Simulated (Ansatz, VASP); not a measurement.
**B in VASP and in Ansatz**

```
B
1.0
     2.45895    1.41968    4.19350
    -2.45895    1.41968    4.19350
     0.00000   -2.83935    4.19350
B
12
Direct
  0.01006 0.65435 0.01006
  0.01006 0.01006 0.65435
  0.65435 0.01006 0.01006
  0.98994 0.34565 0.98994
  0.34565 0.98994 0.98994
  0.98994 0.98994 0.34565
  0.22062 0.63123 0.22062
  0.22062 0.22062 0.63123
  0.63123 0.22062 0.22062
  0.77938 0.36877 0.77938
  0.36877 0.77938 0.77938
  0.77938 0.77938 0.36877
```

Alike in both runs: functional PBE; k mesh 7 × 7 × 7; occupations fermi-dirac, width 0.05 eV; no spin polarisation.

Ansatz relaxed the structure, and its values are those at the end. VASP's run is a single point on that final structure, the one shown.

```csv
,VASP,Ansatz
version,VASP 6.6.1,Ansatz 0.2.0
potentials or method,"VASP PAW PBE potentials, release 64 (B)","plane-wave PAW, scalar-relativistic"
plane-wave cutoff (eV),520,420
valence electrons in the cell,36,36
```

```csv
,VASP,Ansatz,Ansatz less VASP
pressure (GPa),-2.1,-2.2,-0.07
rms of the force components (eV/Å),0.007,0.001,-0.0055
```

Ansatz's warnings: stress scf threshold loose.
